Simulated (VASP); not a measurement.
# Li2Se (Fm-3m) in VASP: settings compared

Li2Se is run at these levels: PBE+D4, PBEsol, PBE+D3(BJ); tasks: single point.

Everything below comes from runs of VASP 6.6.1. Logs are shortened: lines on timing, memory, paths and dates and some standing lists are left out, and cuts for length are marked.

### Step 1. The cell of the first run

It takes space group Fm-3m (No. 225, cubic). Conventional cell: a = 5.856 Å, b = 5.856 Å, c = 5.856 Å, α = 90.00°, β = 90.00°, γ = 90.00°. Within 3.3 Å of Li (site symmetry -43m) lie 4 Se at 2.54 Å and 6 Li at 2.93 Å. Se (site symmetry m-3m) has 8 Li at 2.54 Å within 3.3 Å.

### Step 2. Single point, PBE+D4 (volume scaled by 0.96)

Input file INCAR:

```
SYSTEM = Li2Se
  PREC = Accurate
  ENCUT = 750
  EDIFF = 1E-6
  ISMEAR = 0
  SIGMA = 0.05
  LREAL = .False.
  LASPH = .True.
  NELM = 120
  ALGO = Normal
  ISIF = 2
  LWAVE = .False.
  LCHARG = .False.
  GGA = PE
  IVDW = 13
  NBANDS = 13
  GGA_COMPAT = .False.
```

Input file KPOINTS:

```
Automatic mesh
0
Gamma
  8 8 8
  0 0 0
```

Input file POSCAR:

```
Li2Se
1.0
    0.0000000000      2.9282296235      2.9282296235
    2.9282296235      0.0000000000      2.9282296235
    2.9282296235      2.9282296235      0.0000000000
Li Se
2 1
Direct
    0.2500000000      0.2500000000      0.2500000000
    0.7500000000      0.7500000000      0.7500000000
    0.0000000000      0.0000000000      0.0000000000
```

Potentials or basis: VASP PAW PBE potentials, release 64 (Li_sv, Se).

Started as:

```sh
$ cat potpaw_PBE.64/Li_sv/POTCAR potpaw_PBE.64/Se/POTCAR > POTCAR
$ mpirun -np 1 vasp_std > vasp.out
```

OUTCAR:

```text
SYSTEM = Li2Se
   PREC = Accurate
   ENCUT = 750
   EDIFF = 1E-6
   ISMEAR = 0
   LREAL = .False.
   LASPH = .True.
   NELM = 120
   ISIF = 2
   GGA = PE
   IVDW = 13

 ion  position               nearest neighbor table
   1  0.250  0.250  0.250-   3 2.54   3 2.54   3 2.54   3 2.54
   2  0.750  0.750  0.750-   3 2.54   3 2.54   3 2.54   3 2.54
   3  0.000  0.000  0.000-   2 2.54   2 2.54   2 2.54   1 2.54   2 2.54   1 2.54   1 2.54   1 2.54

  LATTYP: Found a face centered cubic cell.
 ALAT       =     5.8564592470

  Lattice vectors:

 A1 = (   0.0000000000,   2.9282296235,   2.9282296235)
 A2 = (   2.9282296235,   0.0000000000,   2.9282296235)
 A3 = (   2.9282296235,   2.9282296235,   0.0000000000)

Analysis of symmetry for initial positions (statically):
=====================================================================
 Subroutine PRICEL returns:
 Original cell was already a primitive cell.

 Routine SETGRP: Setting up the symmetry group for a
 face centered cubic supercell.

 Subroutine GETGRP returns: Found 48 space group operations
 (whereof 48 operations were pure point group operations)
 out of a pool of 48 trial point group operations.

The static configuration has the point symmetry O_h .

Analysis of symmetry for dynamics (positions and initial velocities):
=====================================================================
 Subroutine PRICEL returns:
 Original cell was already a primitive cell.

 Routine SETGRP: Setting up the symmetry group for a
 face centered cubic supercell.

 Subroutine GETGRP returns: Found 48 space group operations
 (whereof 48 operations were pure point group operations)
 out of a pool of 48 trial point group operations.

The dynamic configuration has the point symmetry O_h .

 Subroutine INISYM returns: Found 48 space group operations
 (whereof 48 operations are pure point group operations),
 and found     1 'primitive' translations

----------------------------------------------------------------------------------------

                                     Primitive cell

  volume of cell :      50.2164

  direct lattice vectors                    reciprocal lattice vectors
     0.000000000  2.928229624  2.928229624    -0.170751636  0.170751636  0.170751636
     2.928229624  0.000000000  2.928229624     0.170751636 -0.170751636  0.170751636
     2.928229624  2.928229624  0.000000000     0.170751636  0.170751636 -0.170751636

  length of vectors
     4.141142047  4.141142047  4.141142047     0.295750510  0.295750510  0.295750510

  position of ions in fractional coordinates (direct lattice)
     0.250000000  0.250000000  0.250000000
     0.750000000  0.750000000  0.750000000
     0.000000000  0.000000000  0.000000000

  ion indices of the primitive-cell ions
   primitive index   ion index
                 1           1
                 2           2
                 3           3

----------------------------------------------------------------------------------------

 KPOINTS: Automatic mesh

Automatic generation of k-mesh.
 Grid dimensions read from file:
 generate k-points for:    8    8    8

 Generating k-lattice:

  Cartesian coordinates                     Fractional coordinates (reciprocal lattice)
    -0.021343955  0.021343955  0.021343955     0.125000000  0.000000000  0.000000000
     0.021343955 -0.021343955  0.021343955     0.000000000  0.125000000  0.000000000
     0.021343955  0.021343955 -0.021343955     0.000000000  0.000000000  0.125000000

  Length of vectors
     0.036968814  0.036968814  0.036968814

  Shift w.r.t. Gamma in fractional coordinates (k-lattice)
     0.000000000  0.000000000  0.000000000

 Subroutine IBZKPT returns following result:
 ===========================================

 Found     29 irreducible k-points:

 Following reciprocal coordinates:
            Coordinates               Weight
  0.000000  0.000000  0.000000      1.000000
  0.125000  0.000000  0.000000      8.000000
  0.250000  0.000000  0.000000      8.000000
  0.375000  0.000000  0.000000      8.000000
  0.500000  0.000000  0.000000      4.000000
  0.125000  0.125000  0.000000      6.000000
[... 16 lines left out ...]
  0.500000  0.250000  0.125000     48.000000
 -0.375000  0.250000  0.125000     24.000000
 [... further k-points ...]
   k-points           NKPTS =     29   k-points in BZ     NKDIM =     29   number of bands    NBANDS=     13
   number of dos      NEDOS =    301   number of ions     NIONS =      3
   total plane-waves  NPLWV =  64000
   dimension x,y,z NGX =    40 NGY =   40 NGZ =   40
   dimension x,y,z NGXF=    80 NGYF=   80 NGZF=   80
   ions per type =               2   1
   NGX,Y,Z   is equivalent  to a cutoff of  16.06, 16.06, 16.06 a.u.
   NGXF,Y,Z  is equivalent  to a cutoff of  32.12, 32.12, 32.12 a.u.
 SYSTEM =  Li2Se
   PREC   = accura    normal or accurate (medium, high low for compatibility)
   ISTART =      0    job   : 0-new  1-cont  2-samecut
   ICHARG =      2    charge: 1-file 2-atom 10-const
   ISPIN  =      1    spin polarized calculation?
   LNONCOLLINEAR =      F non collinear calculations
   LSORBIT =      F    spin-orbit coupling
   LASPH  =      T    aspherical Exc in radial PAW
   ENCUT  =  750.0 eV  55.12 Ry    7.42 a.u.   9.25  9.25  9.25*2*pi/ulx,y,z
   NELM   =    120;   NELMIN=  2; NELMDL= -5     # of ELM steps
   EDIFF  = 0.1E-05   stopping-criterion for ELM
   LREAL  =      F    real-space projection
   EDIFFG = 0.1E-04   stopping-criterion for IOM
   NSW    =      0    number of steps for IOM
   IBRION =     -1    ionic relax: 0-MD 1-quasi-New 2-CG
   NFREE  =      0    steps in history (QN), initial steepest desc. (CG)
   ISIF   =      2    stress and relaxation
   ISYM   =      2    0-nonsym 1-usesym 2-fastsym
   POTIM  = 0.5000    time-step for ionic-motion
   TEBEG  =    0.0;   TEEND  =   0.0 temperature during run
   PSTRESS=    0.0 pullay stress
   NELECT =      12.0000    total number of electrons
   NUPDOWN=      -1.0000    fix difference up-down
   EMIN   =  10.00;   EMAX   =-10.00  energy-range for DOS
   EFERMI =   0.00;   METHOD = LEGACY
   ISMEAR =     0;   SIGMA  =   0.05  broadening in eV -4-tet -1-fermi 0-gaus
   EFERMI_NEDOS =   21; number of points for ismear=-14 and -15
   IALGO  =     38    algorithm
   IMIX   =      4    mixing-type and parameters
     AMIX     =   0.40;   BMIX     =  1.00
     AMIX_MAG =   1.60;   BMIX_MAG =  1.00
  volume/ion in A,a.u.               =      16.74       112.96
  Fermi-wavevector in a.u.,A,eV,Ry     =   1.015906  1.919784 14.042092  1.032065
  Thomas-Fermi vector in A             =   2.149219
   LORBIT       =      0    0 simple, 1 ext, 2 COOP (PROOUT), +10 PAW based schemes
   GGA     = PE    functional components
   LHFCALC =     F    Hartree Fock is set to
   AEXX    =    0.0000 exact exchange contribution
   IVDW    =    13    specifies the selected vdW correction
   LEPSILON=     F    determine dielectric tensor
   LRPA    =     F    only Hartree local field effects (RPA)
 non-spin polarized calculation
 Gauss-broadening in eV      SIGMA  =   0.05
  energy-cutoff  :      750.00
  volume of cell :       50.22
 maximum number of plane-waves:      2397
 NGX is ok and might be reduce to    40
   NGX = 19   NGY = 19   NGZ = 19

 number of electron      11.9999998 magnetization

 Free energy of the ion-electron system (eV)
  ---------------------------------------------------
  ext. energy  EPLUGINS =         0.00000000
  ---------------------------------------------------
  free energy    TOTEN  =       -11.09625106 eV

  energy without entropy =      -11.09625106  energy(sigma->0) =      -11.09625106

 E-fermi :   1.6645     XC(G=0):  -8.5424

 val. band max:        1.4401981047   @ k =   0.0000   0.0000   0.0000
 cond. band min:       4.3469457806   @ k =   0.5000   0.5000   0.0000
 fundamental gap:      2.9067476759
 Fermi energy:         1.6645192117

 k-point     1 :       0.0000    0.0000    0.0000
  band No.  band energies     occupation
      1     -43.1573      2.00000
      2     -43.1249      2.00000
      3     -10.1587      2.00000
      4       1.4402      2.00000
      5       1.4402      2.00000
      6       1.4402      2.00000
      7       5.1509      0.00000
      8       7.0919      0.00000
      9       7.0919      0.00000
     10       7.0919      0.00000
     11      12.2496      0.00000
     12      12.2496      0.00000
     13      12.6561      0.00000

 k-point     2 :       0.1250    0.0000    0.0000
  band No.  band energies     occupation
      1     -43.1559      2.00000
      2     -43.1260      2.00000
      3     -10.1029      2.00000
      4       0.7325      2.00000
      5       1.3361      2.00000
      6       1.3361      2.00000
      7       5.6403      0.00000
      8       7.3396      0.00000
      9       7.3396      0.00000
     10       7.5293      0.00000
     11      11.0099      0.00000
     12      11.0099      0.00000
     13      12.7878      0.00000

 k-point     3 :       0.2500    0.0000    0.0000
  band No.  band energies     occupation
      1     -43.1522      2.00000
      2     -43.1293      2.00000
      3      -9.9601      2.00000
      4      -0.4707      2.00000
      5       1.1148      2.00000
      6       1.1148      2.00000
      7       6.2608      0.00000
      8       7.6672      0.00000
      9       7.6672      0.00000
     10       8.5798      0.00000
     11      10.6616      0.00000
     12      10.6616      0.00000
     13      13.2483      0.00000

 k-point     4 :       0.3750    0.0000    0.0000
  band No.  band energies     occupation
      1     -43.1467      2.00000
      2     -43.1343      2.00000
      3      -9.8037      2.00000
      4      -1.3877      2.00000
      5       0.9253      2.00000
      6       0.9253      2.00000
      7       6.6888      0.00000
      8       7.5511      0.00000
      9       7.5511      0.00000
     10       9.4209      0.00000
     11      11.7741      0.00000
     12      11.7741      0.00000
     13      14.0043      0.00000

 k-point     5 :       0.5000    0.0000    0.0000
  band No.  band energies     occupation
      1     -43.1405      2.00000
      2     -43.1404      2.00000
      3      -9.7342      2.00000
      4      -1.7249      2.00000
      5       0.8539      2.00000
      6       0.8539      2.00000
      7       6.8571      0.00000
      8       7.4313      0.00000
      9       7.4313      0.00000
     10       9.7032      0.00000
     11      13.3867      0.00000
     12      13.3867      0.00000
     13      14.3613      0.00000
[... 257 lines left out ...]
 k-point    22 :       0.3750    0.2500    0.1250
  band No.  band energies     occupation
      1     -43.1498      2.00000
      2     -43.1314      2.00000
      3      -9.8519      2.00000
      4      -0.6060      2.00000
      5       0.3008      2.00000
      6       0.8341      2.00000
      7       6.4407      0.00000
      8       7.9424      0.00000
      9       7.9530      0.00000
     10       9.1451      0.00000
     11      10.0724      0.00000
     12      13.1603      0.00000
     13      14.7362      0.00000

 k-point    23 :       0.5000    0.2500    0.1250
  band No.  band energies     occupation
      1     -43.1454      2.00000
      2     -43.1354      2.00000
      3      -9.7235      2.00000
      4      -1.1703      2.00000
      5       0.0378      2.00000
      6       0.5644      2.00000
      7       6.7497      0.00000
      8       7.6237      0.00000
      9       8.8737      0.00000
     10       9.4692      0.00000
     11      11.1078      0.00000
     12      13.1190      0.00000
     13      14.9257      0.00000

 k-point    24 :      -0.3750    0.2500    0.1250
  band No.  band energies     occupation
      1     -43.1403      2.00000
      2     -43.1403      2.00000
      3      -9.6673      2.00000
      4      -1.4123      2.00000
      5       0.0103      2.00000
      6       0.4031      2.00000
      7       6.9189      0.00000
      8       7.4316      0.00000
      9       9.3289      0.00000
     10      10.1260      0.00000
     11      11.1477      0.00000
     12      12.5778      0.00000
     13      14.5188      0.00000

 [... further k-points ...]

------------------------ aborting loop because EDIFF is reached ----------------------------------------

  DFT-D4 for vdW energy calculation

  Edisp (eV):   -0.37669

  FORCE on cell =-STRESS in cart. coord.  units (eV):
  Direction    XX          YY          ZZ          XY          YZ          ZX
  --------------------------------------------------------------------------------------
  -------------------------------------------------------------------------------------
  Total       0.47867     0.47867     0.47867     0.00000    -0.00000     0.00000
  in kB      15.27213    15.27213    15.27213     0.00000    -0.00000     0.00000
  external pressure =       15.27 kB  Pullay stress =        0.00 kB

 VOLUME and BASIS-vectors are now :
 -----------------------------------------------------------------------------
  energy-cutoff  :      750.00
  volume of cell :       50.22
      direct lattice vectors                 reciprocal lattice vectors
     0.000000000  2.928229624  2.928229624    -0.170751636  0.170751636  0.170751636
     2.928229624  0.000000000  2.928229624     0.170751636 -0.170751636  0.170751636
     2.928229624  2.928229624  0.000000000     0.170751636  0.170751636 -0.170751636

 POSITION                                       TOTAL-FORCE (eV/Angst)
 -----------------------------------------------------------------------------------
      1.46411      1.46411      1.46411         0.000000      0.000000      0.000000
      4.39234      4.39234      4.39234        -0.000000     -0.000000     -0.000000
      0.00000      0.00000      0.00000         0.000000     -0.000000      0.000000
 -----------------------------------------------------------------------------------
    total drift:                                0.000000     -0.000000      0.000000

  FREE ENERGIE OF THE ION-ELECTRON SYSTEM (eV)
  ---------------------------------------------------
  free  energy   TOTEN  =       -11.4729387087 eV

  energy  without entropy=      -11.4729387087  energy(sigma->0) =      -11.47293871
```

Run time: 45 s. Hardware: 1 thread of Intel Xeon Platinum 8259CL at 2.50GHz (Skylake/Cascade Lake), shared host; peak memory 0.24 GiB.

What came out:

```yaml
Free_energy: -11.4729 eV
Pressure: 1.5 GPa
Band_gap_on_the_k_mesh: 2.91 eV, indirect (least direct gap 3.71 eV)
Dispersion_energy_per_atom: -0.126 eV
```

 A k mesh can miss the band edges.

### Step 3. Single point, PBEsol (volume scaled by 0.98)

Input file INCAR:

```
PREC = Accurate
ENCUT = 750
EDIFF = 1E-6
ISMEAR = 0
SIGMA = 0.05
LREAL = False
LASPH = True
NELM = 120
ALGO = Normal
ISIF = 2
LWAVE = False
LCHARG = False
GGA = PS
NBANDS = 13
GGA_COMPAT = False
```

Input file KPOINTS:

```
regular mesh
0
Gamma
  8 8 8
```

Input file POSCAR:

```
Li2Se
1.0
    0.0000000000      2.9527833206      2.9527833206
    2.9527833206      0.0000000000      2.9527833206
    2.9527833206      2.9527833206      0.0000000000
Li Se
2 1
Direct
    0.2500000000      0.2500000000      0.2500000000
    0.7500000000      0.7500000000      0.7500000000
    0.0000000000      0.0000000000      0.0000000000
```

Potentials or basis: VASP PAW PBE potentials, release 64 (Li_sv, Se).

Started as:

```sh
$ cat potpaw_PBE.64/Li_sv/POTCAR potpaw_PBE.64/Se/POTCAR > POTCAR
$ mpirun -np 1 vasp_std > vasp.out
```

Run time: 46 s. Hardware: 1 thread of Intel Xeon Platinum 8259CL at 2.50GHz (Skylake/Cascade Lake), shared host; peak memory 0.25 GiB.

Results (log left out):

```yaml
Free_energy: -11.5570 eV
Pressure: 0.7 GPa
Band_gap_on_the_k_mesh: 2.79 eV, indirect (least direct gap 3.45 eV)
```

Levels at points of the mesh, in eV from the valence-band top:
| k point | band 2 | band 3 | band 4 | band 5 | band 6 | band 7 | band 8 | band 9 | band 10 | band 11 |
| --- | --- | --- | --- | --- | --- | --- | --- | --- | --- | --- |
| (0.00, 0.00, 0.00) | -43.91 | -11.55 | 0.00 | 0.00 | 0.00 | 3.45 | 5.59 | 5.59 | 5.59 | 10.69 |
| (0.50, 0.00, 0.00) | -43.93 | -11.14 | -3.11 | -0.57 | -0.57 | 5.23 | 5.91 | 5.91 | 7.99 | 11.71 |
| (0.50, 0.50, 0.00) | -43.92 | -11.02 | -2.42 | -1.56 | -1.56 | 2.79 | 6.25 | 10.55 | 10.55 | 11.83 |

Caveat: the PAW data sets were made with another functional, which shifts forces and pressure a little.

[end of part 1 of 2]
